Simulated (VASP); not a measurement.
# TiCo (Pm-3m) in VASP: settings compared

The runs below take TiCo through single point, with PBEsol, BLYP+D4, PBE.

All numbers are computed with VASP 6.6.1; they aren't measurements. Logs are shortened: lines on timing, memory, paths and dates and some standing lists are left out, and cuts for length are marked.

**1. The cell of the first run**

Symmetry: Pm-3m, No. 221, cubic system. The conventional cell has a = 2.986 Å, b = 2.986 Å, c = 2.986 Å, α = 90.00°, β = 90.00°, γ = 90.00°. Within 3.4 Å of Co (site symmetry m-3m) lie 8 Ti at 2.59 Å and 6 Co at 2.99 Å. Ti (site symmetry m-3m) has 8 Co at 2.59 Å and 6 Ti at 2.99 Å within 3.4 Å.

**2. Single point, PBEsol, collinear spin, ferromagnetic start**

INCAR reads:

```
SYSTEM = TiCo
PREC     = Accurate       ! precision mode
ENCUT    = 520            ! plane-wave cutoff, eV
EDIFF    = 1E-7           ! SCF threshold, eV
ISMEAR   = -1             ! smearing method
SIGMA    = 0.05           ! smearing width, eV
LREAL    = .FALSE.        ! projectors in reciprocal space
LASPH    = .TRUE.         ! aspherical terms in the spheres
NELM     = 150            ! most SCF steps
ALGO     = Normal         ! electronic algorithm
ISIF     = 2              ! what is computed and relaxed
LWAVE    = .FALSE.        ! write WAVECAR
LCHARG   = .TRUE.         ! write CHGCAR
ISPIN    = 2              ! spin polarisation
MAGMOM   = 3 1.5          ! initial moments
LORBIT   = 11             ! projections on sites
NUPDOWN  = 4.5            ! fixed moment
LMAXMIX  = 4              ! l up to which the mixer works
GGA      = PS             ! functional
LELF     = .TRUE.         ! ELF
LVHAR    = .TRUE.       
NBANDS   = 22             ! bands
```

KPOINTS reads:

```
regular mesh
0
G
  8 8 8
  0 0 0
```

POSCAR reads:

```
TiCo
1.0
    2.9861109900      0.0000000000      0.0000000000
    0.0000000000      2.9861109900      0.0000000000
    0.0000000000      0.0000000000      2.9861109900
Co Ti
1 1
Direct
    0.5000000000      0.5000000000      0.5000000000
    0.0000000000      0.0000000000      0.0000000000
```

Potentials or basis: VASP PAW PBE potentials, release 64 (Co, Ti_sv).

Command:

```sh
$ cat potpaw_PBE.64/Co/POTCAR potpaw_PBE.64/Ti_sv/POTCAR > POTCAR
$ mpirun -np 1 vasp_std > vasp.out
```

OUTCAR:

```text
SYSTEM = TiCo
   PREC = Accurate
   ENCUT = 520
   EDIFF = 1E-7
   ISMEAR = -1
   LREAL = .FALSE.
   LASPH = .TRUE.
   NELM = 150
   ISIF = 2
   ISPIN = 2
   LORBIT = 11
   NUPDOWN = 4.5
   GGA = PS

 ion  position               nearest neighbor table
   1  0.500  0.500  0.500-   2 2.59   2 2.59   2 2.59   2 2.59   2 2.59   2 2.59   2 2.59   2 2.59

   2  0.000  0.000  0.000-   1 2.59   1 2.59   1 2.59   1 2.59   1 2.59   1 2.59   1 2.59   1 2.59

  LATTYP: Found a simple cubic cell.
 ALAT       =     2.9861109900

  Lattice vectors:

 A1 = (   2.9861109900,   0.0000000000,   0.0000000000)
 A2 = (   0.0000000000,   2.9861109900,   0.0000000000)
 A3 = (   0.0000000000,   0.0000000000,   2.9861109900)

Analysis of symmetry for initial positions (statically):
=====================================================================
 Subroutine PRICEL returns:
 Original cell was already a primitive cell.

 Routine SETGRP: Setting up the symmetry group for a
 simple cubic supercell.

 Subroutine GETGRP returns: Found 48 space group operations
 (whereof 48 operations were pure point group operations)
 out of a pool of 48 trial point group operations.

The static configuration has the point symmetry O_h .

Analysis of symmetry for dynamics (positions and initial velocities):
=====================================================================
 Subroutine PRICEL returns:
 Original cell was already a primitive cell.

 Routine SETGRP: Setting up the symmetry group for a
 simple cubic supercell.

 Subroutine GETGRP returns: Found 48 space group operations
 (whereof 48 operations were pure point group operations)
 out of a pool of 48 trial point group operations.

The dynamic configuration has the point symmetry O_h .

Analysis of structural, dynamic, and magnetic symmetry:
=====================================================================
 Subroutine PRICEL returns:
 Original cell was already a primitive cell.

 Routine SETGRP: Setting up the symmetry group for a
 simple cubic supercell.

 Subroutine GETGRP returns: Found 48 space group operations
 (whereof 48 operations were pure point group operations)
 out of a pool of 48 trial point group operations.

The overall configuration has the point symmetry O_h .

 Subroutine INISYM returns: Found 48 space group operations
 (whereof 48 operations are pure point group operations),
 and found     1 'primitive' translations

----------------------------------------------------------------------------------------

                                     Primitive cell

[... 107 lines left out ...]
   IALGO  =     38    algorithm
   IMIX   =      4    mixing-type and parameters
     AMIX     =   0.40;   BMIX     =  1.00
     AMIX_MAG =   1.60;   BMIX_MAG =  1.00
  volume/ion in A,a.u.               =      13.31        89.84
  Fermi-wavevector in a.u.,A,eV,Ry     =   1.512546  2.858298 31.127355  2.287796
  Thomas-Fermi vector in A             =   2.622456
   LORBIT       =     11    0 simple, 1 ext, 2 COOP (PROOUT), +10 PAW based schemes
   GGA     = PS    functional components
   LHFCALC =     F    Hartree Fock is set to
   AEXX    =    0.0000 exact exchange contribution
   IVDW    =     0    specifies the selected vdW correction
   LEPSILON=     F    determine dielectric tensor
   LRPA    =     F    only Hartree local field effects (RPA)
 spin polarized calculation
  energy-cutoff  :      520.00
  volume of cell :       26.63
 maximum number of plane-waves:       739
 NGX is ok and might be reduce to    24
   NGX = 11   NGY = 11   NGZ = 11

 number of electron      20.9999981 magnetization       4.4999993

 Free energy of the ion-electron system (eV)
  ---------------------------------------------------
  ext. energy  EPLUGINS =         0.00000000
  ---------------------------------------------------
  free energy    TOTEN  =       -14.01137896 eV

  energy without entropy =      -13.97998664  energy(sigma->0) =      -13.99568280

 E-fermi :   8.3850     XC(G=0): -12.6451

 val. band max:       11.1841302153   @ k =   0.3750   0.1250   0.0000
 cond. band min:       8.4250340401   @ k =   0.3750   0.1250   0.1250
 fundamental gap:     -2.7590961751
 Fermi energy:        11.2104025603

 spin component 1

 k-point     1 :       0.0000    0.0000    0.0000
  band No.  band energies     occupation
      1     -46.2603      1.00000
      2     -22.5344      1.00000
      3     -22.5344      1.00000
      4     -22.5344      1.00000
      5       1.4500      1.00000
      6       4.7681      1.00000
[... 589 lines left out ...]
     21      25.2514      0.00000
     22      29.3437      0.00000

 [... further k-points ...]

 spin component 2

 k-point     1 :       0.0000    0.0000    0.0000
  band No.  band energies     occupation
      1     -44.9659      1.00000
      2     -21.2292      1.00000
      3     -21.2292      1.00000
      4     -21.2292      1.00000
      5       2.7292      1.00000
      6       6.7366      1.00000
[... 589 lines left out ...]
     21      26.6336      0.00000
     22      30.7437      0.00000

 [... further k-points ...]
[... 5 lines left out ...]
  --------------------------------------------------------------------------------------
  -------------------------------------------------------------------------------------
  Total        3.0637287      3.0637287      3.0637287     -0.0000000     -0.0000000      0.0000000
  in kB      184.3499594    184.3499594    184.3499594     -0.0000000     -0.0000000      0.0000000
  external PRESSURE =     184.3499594 kB  Pullay stress =       0.0000000 kB

 VOLUME and BASIS-vectors are now :
 -----------------------------------------------------------------------------
  energy-cutoff  :      520.00
  volume of cell :       26.63
      direct lattice vectors                 reciprocal lattice vectors
     2.986110990  0.000000000  0.000000000     0.334883735  0.000000000  0.000000000
     0.000000000  2.986110990  0.000000000     0.000000000  0.334883735  0.000000000
     0.000000000  0.000000000  2.986110990     0.000000000  0.000000000  0.334883735

 POSITION                                       TOTAL-FORCE (eV/Angst)
 -----------------------------------------------------------------------------------
      1.49306      1.49306      1.49306         0.000000      0.000000      0.000000
      0.00000      0.00000      0.00000         0.000000      0.000000      0.000000
 -----------------------------------------------------------------------------------
    total drift:                                0.000000      0.000000     -0.000000

  FREE ENERGIE OF THE ION-ELECTRON SYSTEM (eV)
  ---------------------------------------------------
  free  energy   TOTEN  =       -14.0113789640 eV

  energy  without entropy=      -13.9799866446  energy(sigma->0) =      -13.99568280

 total charge

# of ion       s       p       d       tot
------------------------------------------
    1        0.545   0.467   7.147   8.160
    2        2.227   6.156   2.086  10.469
--------------------------------------------------
tot          2.772   6.623   9.233  18.628

 magnetization (x)

# of ion       s       p       d       tot
------------------------------------------
    1        0.061   0.254   2.057   2.372
    2        0.023   0.097   1.356   1.476
--------------------------------------------------
tot          0.084   0.351   3.413   3.848
```

OSZICAR:

```text
N       E                     dE             d eps       ncg     rms          rms(c)
DAV:   1     0.169967041858E+03    0.16997E+03   -0.94075E+03  3112   0.121E+03
DAV:   2    -0.603886864074E+01   -0.17601E+03   -0.16725E+03  3140   0.306E+02
DAV:   3    -0.163015902391E+02   -0.10263E+02   -0.10064E+02  3904   0.779E+01
DAV:   4    -0.165537286858E+02   -0.25214E+00   -0.25172E+00  3538   0.114E+01
DAV:   5    -0.165616652780E+02   -0.79366E-02   -0.79361E-02  3726   0.188E+00    0.180E+01
DAV:   6    -0.189789224947E+02   -0.24173E+01   -0.30540E+01  3502   0.823E+01    0.265E+01
DAV:   7    -0.139881851556E+02    0.49907E+01   -0.95631E+00  3590   0.409E+01    0.467E+00
DAV:   8    -0.140547781286E+02   -0.66593E-01   -0.62003E-01  4394   0.816E+00    0.305E+00
DAV:   9    -0.140119904291E+02    0.42788E-01   -0.94132E-02  3952   0.432E+00    0.134E+00
DAV:  10    -0.140102686637E+02    0.17218E-02   -0.14772E-02  3922   0.149E+00    0.465E-01
DAV:  11    -0.140113249915E+02   -0.10563E-02   -0.26960E-03  3494   0.448E-01    0.193E-01
DAV:  12    -0.140113691401E+02   -0.44149E-04   -0.22677E-04  3898   0.139E-01    0.105E-01
DAV:  13    -0.140113787865E+02   -0.96465E-05   -0.58583E-05  3622   0.859E-02    0.182E-02
DAV:  14    -0.140113792842E+02   -0.49771E-06   -0.13472E-05  3902   0.325E-02    0.913E-03
DAV:  15    -0.140113793218E+02   -0.37509E-07   -0.13602E-06  3596   0.111E-02    0.388E-03
DAV:  16    -0.140113791032E+02    0.21859E-06   -0.30142E-07  3506   0.307E-03    0.206E-03
DAV:  17    -0.140113789706E+02    0.13257E-06   -0.36159E-08  1828   0.278E-03    0.519E-04
DAV:  18    -0.140113789640E+02    0.66043E-08   -0.90823E-09  1666   0.112E-03
   1 F= -.14011379E+02 E0= -.13995683E+02  d E =-.313923E-01  mag=     4.5000
```

stdout:

```text
POSCAR found type information on POSCAR CoTi
 POSCAR found :  2 types and       2 ions
 scaLAPACK will be used
 -----------------------------------------------------------------------------
|                                                                             |
|                                                                             |
|     You enforced a specific xc type in the INCAR file but a different       |
|     I HOPE YOU KNOW WHAT YOU ARE DOING!                                     |
|                                                                             |
 -----------------------------------------------------------------------------

 LDA part: xc-table for (Slater+PW92), standard interpolation
 POSCAR, INCAR and KPOINTS ok, starting setup
 FFT: planning ... GRIDC
 FFT: planning ... GRID_SOFT
 FFT: planning ... GRID
 WAVECAR not read
 entering main loop
```

Run time: 18 s. Hardware: 1 thread of Intel Xeon 6975P-C (Granite Rapids), shared host; peak memory 0.16 GiB.

Results:

```yaml
Free_energy: -14.0114 eV
Pressure: 18.4 GPa
Net_moment: 4.50 μB per cell
Site_moments: Co +2.37; Ti +1.48 μB
Valence_electrons_inside_the_program's_atomic_spheres: Co 8.16; Ti 10.47
```

Caveat: the PAW data sets were made with another functional, which shifts forces and pressure a little; the total moment is fixed, so each spin has its own Fermi level.

**3. Single point, BLYP+D4, collinear spin, ferromagnetic start**

This run uses another cell than the first one, of 13.12 Å³/atom, 0.985 times its volume.

INCAR reads:

```
AGGAC = 1.0
AGGAX = 1.0
ALDAC = 0.0
ALDAX = 1.0
ALGO = Normal
EDIFF = 1E-6
ENCUT = 520
GGA = B5
ISIF = 2
ISMEAR = -1
ISPIN = 2
IVDW = 13
LASPH = True
LCHARG = True
LELF = True
LMAXMIX = 4
LORBIT = 11
LREAL = False
LVHAR = True
LWAVE = False
MAGMOM = 2 1
NBANDS = 22
NELM = 150
PREC = Accurate
SIGMA = 0.05
VDW_A1 = 0.44488865
VDW_A2 = 4.0933009
VDW_S6 = 1.0
VDW_S8 = 2.34076671
```

KPOINTS reads:

```
k-points
0
Gamma
  9 9 9
```

POSCAR reads:

```
TiCo
1.0
    2.9713693789      0.0000000000      0.0000000000
    0.0000000000      2.9713693789      0.0000000000
    0.0000000000      0.0000000000      2.9713693789
Co Ti
1 1
Direct
    0.5000000000      0.5000000000      0.5000000000
    0.0000000000      0.0000000000      0.0000000000
```

Potentials or basis: VASP PAW PBE potentials, release 64 (Co, Ti_sv).

Command:

```sh
$ cat potpaw_PBE.64/Co/POTCAR potpaw_PBE.64/Ti_sv/POTCAR > POTCAR
$ mpirun -np 1 vasp_std > vasp.out
```

It took 37 s on 1 thread of Intel Xeon Platinum 8488C (Sapphire Rapids), shared host; peak memory 0.17 GiB.

The run converged. Its results:

- Free energy: -14.8351 eV
- Pressure: -0.4 GPa
- Net moment: 0.70 μB per cell
- Site moments: Co +0.74; Ti -0.00 μB
- Valence electrons inside the program's atomic spheres: Co 8.36; Ti 10.35
- Dispersion energy per atom: -0.589 eV

Levels at points of the mesh, in eV from the Fermi level:
Spin up:
```csv
k point,band 8,band 9,band 10,band 11,band 12,band 13
"(0.00, 0.00, 0.00)",-1.86,-1.86,-1.86,0.49,0.49,2.57
```
Spin down:
```csv
k point,band 7,band 8,band 9,band 10,band 11,band 12,band 13,band 14
"(0.00, 0.00, 0.00)",-3.62,-1.45,-1.45,-1.45,0.94,0.94,2.67,2.67
```

Caveat: the PAW data sets were made with another functional, which shifts forces and pressure a little; pairwise dispersion overbinds metals, which lowers pressure and volume.

**4. Single point, PBE, collinear spin, ferromagnetic start**

INCAR reads:

```
ALGO = Normal ; EDIFF = 1E-6
ENCUT = 520 ; GGA = PE
ISIF = 2 ; ISMEAR = 0
ISPIN = 2 ; LASPH = T
LCHARG = T ; LELF = T
LMAXMIX = 4 ; LORBIT = 11
LREAL = F ; LVHAR = T
LWAVE = F ; MAGMOM = 2 1
NBANDS = 22 ; NELM = 150
PREC = Accurate ; SIGMA = 0.017
```

KPOINTS is that of step 3.

POSCAR reads:

```
TiCo
1.0
    2.9861109900      0.0000000000      0.0000000000
    0.0000000000      2.9861109900      0.0000000000
    0.0000000000      0.0000000000      2.9861109900
Co Ti
1 1
Direct
    0.5000000000      0.5000000000      0.5000000000
    0.0000000000      0.0000000000      0.0000000000
```

Command:

```sh
$ cat potpaw_PBE.64/Co/POTCAR potpaw_PBE.64/Ti_sv/POTCAR > POTCAR
$ mpirun -np 1 vasp_std > vasp.out
```

Wall time 26 s (1 thread of Intel Xeon Platinum 8488C (Sapphire Rapids), shared host); peak memory 0.17 GiB.

The run converged. Its results:

```yaml
Free_energy: -15.6748 eV
Pressure: -0.8 GPa
Net_moment: 0.84 μB per cell
Site_moments: Co +0.92; Ti -0.03 μB
Valence_electrons_inside_the_program's_atomic_spheres: Co 8.29; Ti 10.29
```

Levels at points of the mesh, in eV from the Fermi level:
Spin up:
```
           k point  band 9  band 10  band 11  band 12  band 13  band 14
(0.00, 0.00, 0.00)   -1.90    -1.90     0.46     0.46     2.64     2.64
```
Spin down:
```
           k point  band 8  band 9  band 10  band 11  band 12  band 13
(0.00, 0.00, 0.00)   -1.36   -1.36    -1.36     0.99     0.99     2.74
```

**5. Overview**

| level | fixed moment (μB) | cell | k mesh | smearing | gap on the mesh (eV) | pressure (GPa) | moment (μB) |
| --- | --- | --- | --- | --- | --- | --- | --- |
| PBEsol | 4.5 | a = 2.986 Å, 2 atoms | 8 × 8 × 8 | fermi-dirac 0.05 eV | - | 18.4 | 4.50 |
| BLYP+D4 | - | a = 2.971 Å, 2 atoms | 9 × 9 × 9 | fermi-dirac 0.05 eV | none | -0.4 | 0.70 |
| PBE | - | a = 2.986 Å, 2 atoms | 9 × 9 × 9 | gaussian 0.017 eV | none | -0.8 | 0.84 |

Alike in all rows: task single point; potentials or basis VASP PAW PBE potentials, release 64 (Co, Ti_sv); spin collinear, ferromagnetic start; cutoff (eV) 520.

Caveats: the PAW data sets were made with another functional, which shifts forces and pressure a little (some runs); the total moment is fixed, so each spin has its own Fermi level (some runs); pairwise dispersion overbinds metals, which lowers pressure and volume (some runs).

Absolute energies hang on the potentials; compare differences alone.
